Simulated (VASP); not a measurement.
# Cr (Fd-3m) in VASP: a series of runs, part 2 of 2

VASP 6.6.1. The steps go on from the part before.

## 3. Relaxation of cell and atoms, PBE

This run uses another cell than the first one, of 14.95 Å³/atom, 0.905 times its volume.

INCAR

```
PREC = Accurate ; ENCUT = 600
EDIFF = 1E-7 ; ISMEAR = 0
SIGMA = 0.1 ; LREAL = F
LASPH = T ; NELM = 100
ALGO = Normal ; ISIF = 3
LWAVE = F ; LCHARG = F
GGA = PE ; IBRION = 2
NSW = 90 ; EDIFFG = -0.04
```

KPOINTS

```
regular mesh
0
Gamma
  6 6 6
```

POSCAR

```
Cr
1.0
    0.0000000000      2.4633814864      2.4633814864
    2.4633814864      0.0000000000      2.4633814864
    2.4633814864      2.4633814864      0.0000000000
Cr
2
Direct
    0.5000000000      0.5000000000      0.5000000000
    0.7500000000      0.7500000000      0.7500000000
```

Potentials or basis: VASP PAW PBE potentials, release 64 (Cr_pv).

The run is started by

```console
$ cat potpaw_PBE.64/Cr_pv/POTCAR > POTCAR
$ mpirun -np 1 vasp_std > vasp.out
```

Wall time 27 s (1 thread of Intel Xeon Platinum 8488C (Sapphire Rapids), shared host); peak memory 0.15 GiB.

Results (log left out):

| Property | Result |
| --- | --- |
| Free energy | -14.7389 eV |
| Relaxed volume | 16.56 Å³/atom |
| Relaxed cell | a = 3.605 Å, b = 3.605 Å, c = 3.605 Å, α = 60.00°, β = 60.00°, γ = 60.00° |
| Space group after relaxing (to 0.05 Å) | Fd-3m (No. 227) |
| Energy gained by relaxing | 57.4 meV/atom |
| Ionic steps | 3 |
| Pressure after relaxing | 0.1 GPa |
| Band gap on the k mesh | zero (band 12 reaches 6.49 eV, above the bottom of band 13 at 6.01 eV) |

The path:
| step | energy change (eV) | largest force (eV/Å) | pressure (GPa) | volume (Å³) |
| --- | --- | --- | --- | --- |
| 1 | 0.0000 | 0.0000 | 12.40 | 29.90 |
| 2 | -0.0780 | 0.0000 | -5.52 | 35.19 |
| 3 | -0.1147 | 0.0000 | 0.06 | 33.12 |

Final structure:
```xyz
2
Lattice="0.0000 2.5489 2.5489 2.5489 0.0000 2.5489 2.5489 2.5489 0.0000" Properties=species:S:1:pos:R:3 pbc="T T T"
Cr    2.5489    2.5489    2.5489
Cr    3.8234    3.8234    3.8234
```

Levels at points of the mesh, in eV from the Fermi level:
| k point | band 10 | band 11 | band 12 | band 13 | band 14 | band 15 |
| --- | --- | --- | --- | --- | --- | --- |
| (0.00, 0.00, 0.00) | -1.04 | -1.04 | -1.04 | 1.08 | 1.08 | 1.08 |
| (0.50, 0.00, 0.00) | -1.41 | -1.06 | -1.06 | -0.02 | 1.83 | 1.83 |
| (0.50, 0.50, 0.00) | -0.97 | -0.09 | -0.09 | 0.77 | 0.77 | 2.99 |

Caveat: the k points lie up to 0.36 Å⁻¹ apart in the final cell; the run has no spin polarisation, though such a crystal can be magnetic. Spin polarisation is off, so any magnetic state and its effect on volume and gap are missing.

## 4. Single point, PBE, collinear spin, ferromagnetic start

This run uses another cell than the first one, of 14.95 Å³/atom, 0.905 times its volume.

INCAR

```
ALGO = Normal ; EDIFF = 1E-6
ENCUT = 520 ; GGA = PE
ISIF = 2 ; ISMEAR = 0
ISPIN = 2 ; LASPH = T
LCHARG = T ; LELF = T
LMAXMIX = 4 ; LORBIT = 11
LREAL = F ; LVHAR = T
LWAVE = F ; MAGMOM = 3 3
NBANDS = 23 ; NELM = 150
PREC = Accurate ; SIGMA = 0.1
```

KPOINTS

```
k-points
0
Gamma
  6 6 6
```

POSCAR is that of step 3.

The run is started by

```console
$ cat potpaw_PBE.64/Cr_pv/POTCAR > POTCAR
$ mpirun -np 1 vasp_std > vasp.out
```

Run time: 28 s. Hardware: 1 thread of Intel Xeon Platinum 8488C (Sapphire Rapids), shared host; peak memory 0.16 GiB.

The run converged. Its results:

```
Free energy                                           : -14.6241 eV
Pressure                                              : 12.5 GPa
Band gap on the k mesh                                : zero (filled and empty bands overlap)
Net moment                                            : 0.00 μB per cell
Valence electrons inside the program's atomic spheres : Cr 11.31
```

Levels at points of the mesh, in eV from the Fermi level:
Spin up:
| k point | band 10 | band 11 | band 12 | band 13 | band 14 | band 15 |
| --- | --- | --- | --- | --- | --- | --- |
| (0.00, 0.00, 0.00) | -1.22 | -1.22 | -1.22 | 1.13 | 1.13 | 1.13 |
| (0.50, 0.00, 0.00) | -1.76 | -1.28 | -1.28 | 0.06 | 2.00 | 2.00 |
| (0.50, 0.50, 0.00) | -1.18 | 0.08 | 0.08 | 0.73 | 0.73 | 3.30 |
Spin down:
```csv
k point,band 8,band 9,band 10,band 11,band 12,band 13,band 14,band 15,band 16,band 17
"(0.00, 0.00, 0.00)",-1.86,-1.86,-1.22,-1.22,-1.22,1.13,1.13,1.13,3.48,3.48
"(0.50, 0.00, 0.00)",-2.25,-1.76,-1.76,-1.28,-1.28,0.06,2.00,2.00,3.06,3.06
"(0.50, 0.50, 0.00)",-3.09,-1.18,-1.18,0.08,0.08,0.73,0.73,3.30,3.30,4.48
```

Caveat: the k points lie up to 0.37 Å⁻¹ apart; the starting moments collapsed, and a magnetic state may lie lower.

## 5. Single point, PBE

INCAR

```
PREC = Accurate ; ENCUT = 520
EDIFF = 1E-7 ; ISMEAR = 0
SIGMA = 0.1 ; LREAL = False
LASPH = True ; NELM = 100
ALGO = Fast ; ISIF = 2
LWAVE = False ; LCHARG = False
GGA = PE ; NBANDS = 19
```

KPOINTS

```
Automatic mesh
0
Gamma
  18 18 18
```

POSCAR

```
Cr
1.0
    0.0000000000      2.5469361536      2.5469361536
    2.5469361536      0.0000000000      2.5469361536
    2.5469361536      2.5469361536      0.0000000000
Cr
2
Direct
    0.0000000000      0.0000000000      0.0000000000
    0.2500000000      0.2500000000      0.2500000000
```

The run is started by

```console
$ cat potpaw_PBE.64/Cr_pv/POTCAR > POTCAR
$ mpirun -np 1 vasp_std > vasp.out
```

Run time: 1.9 min. Hardware: 1 thread of Intel Xeon Platinum 8488C (Sapphire Rapids), shared host; peak memory 0.22 GiB.

It converged, with:

| Quantity | Value |
| --- | --- |
| Free energy | -14.7288 eV |
| Pressure | 0.2 GPa |
| Band gap on the k mesh | zero (band 12 reaches 6.59 eV, above the bottom of band 13 at 6.03 eV) |

Levels at points of the mesh, in eV from the Fermi level:
| k point | band 9 | band 10 | band 11 | band 12 | band 13 | band 14 | band 15 | band 16 |
| --- | --- | --- | --- | --- | --- | --- | --- | --- |
| (0.00, 0.00, 0.00) | -1.53 | -1.06 | -1.06 | -1.06 | 1.07 | 1.07 | 1.07 | 3.13 |
| (0.50, 0.00, 0.00) | -1.43 | -1.43 | -1.08 | -1.08 | -0.03 | 1.82 | 1.82 | 2.76 |
| (0.50, 0.50, 0.00) | -0.98 | -0.98 | -0.09 | -0.09 | 0.76 | 0.76 | 2.99 | 2.99 |

Caveat: the run has no spin polarisation, though such a crystal can be magnetic. Spin polarisation is off, so any magnetic state and its effect on volume and gap are missing.

## 6. Relaxation of cell and atoms, PBE

INCAR

```
PREC = Accurate ; ENCUT = 600
EDIFF = 1E-6 ; ISMEAR = 0
SIGMA = 0.1 ; LREAL = F
LASPH = T ; NELM = 100
ALGO = Fast ; ISIF = 3
LWAVE = F ; LCHARG = F
GGA = PE ; IBRION = 2
NSW = 100 ; EDIFFG = -0.01
```

KPOINTS is that of step 5.

POSCAR is that of step 5.

Potentials or basis: VASP PAW PBE potentials, release 64 (Cr_pv).

The run is started by

```console
$ cat potpaw_PBE.64/Cr_pv/POTCAR > POTCAR
$ mpirun -np 1 vasp_std > vasp.out
```

It took 4.1 min on 1 thread of Intel Xeon Platinum 8488C (Sapphire Rapids), shared host; peak memory 0.25 GiB.

It converged, with:

| Property | Result |
| --- | --- |
| Free energy | -14.7288 eV |
| Relaxed volume | 16.56 Å³/atom |
| Relaxed cell | a = 3.605 Å, b = 3.605 Å, c = 3.605 Å, α = 60.00°, β = 60.00°, γ = 60.00° |
| Space group after relaxing (to 0.05 Å) | Fd-3m (No. 227) |
| Energy gained by relaxing | 0.0 meV/atom |
| Ionic steps | 4 |
| Pressure after relaxing | 0.0 GPa |
| Band gap on the k mesh | zero (band 12 reaches 6.57 eV, above the bottom of band 13 at 6.00 eV) |

Final structure:
```
Cr
1.0
     0.00000    2.54885    2.54885
     2.54885    0.00000    2.54885
     2.54885    2.54885    0.00000
Cr
2
Direct
  0.00000 0.00000 0.00000
  0.25000 0.25000 0.25000
```

Levels at points of the mesh, in eV from the Fermi level:
| k point | band 9 | band 10 | band 11 | band 12 | band 13 | band 14 | band 15 | band 16 |
| --- | --- | --- | --- | --- | --- | --- | --- | --- |
| (0.00, 0.00, 0.00) | -1.52 | -1.05 | -1.05 | -1.05 | 1.07 | 1.07 | 1.07 | 3.12 |
| (0.50, 0.00, 0.00) | -1.43 | -1.43 | -1.07 | -1.07 | -0.03 | 1.81 | 1.81 | 2.76 |
| (0.50, 0.50, 0.00) | -0.98 | -0.98 | -0.10 | -0.10 | 0.76 | 0.76 | 2.98 | 2.98 |

Caveat: the run has no spin polarisation, though such a crystal can be magnetic.

## 7. Summary

| task | cell | k mesh | cutoff (eV) | gap on the mesh (eV) | pressure (GPa) | relaxed volume (Å³/atom) |
| --- | --- | --- | --- | --- | --- | --- |
| single point | a = 3.602 Å, angles 60.0°, 2 atoms | 6 × 6 × 6 | 520 | none | 0.5 | - |
| relaxation of cell and atoms | relaxed from a = 3.484 Å, angles 60.0°, 2 atoms | 6 × 6 × 6 | 600 | none | 0.1 | 16.56 |
| single point | a = 3.602 Å, angles 60.0°, 2 atoms | 18 × 18 × 18 | 520 | none | 0.2 | - |
| relaxation of cell and atoms | relaxed from a = 3.602 Å, angles 60.0°, 2 atoms | 18 × 18 × 18 | 600 | none | 0.0 | 16.56 |

Alike in all rows: level PBE; potentials or basis VASP PAW PBE potentials, release 64 (Cr_pv); no spin polarisation; smearing gaussian 0.1 eV.

Caveats: some runs use coarse meshes; the run has no spin polarisation, though such a crystal can be magnetic.

Total energies depend on the potentials used, so only differences within one code and one set of settings carry meaning.
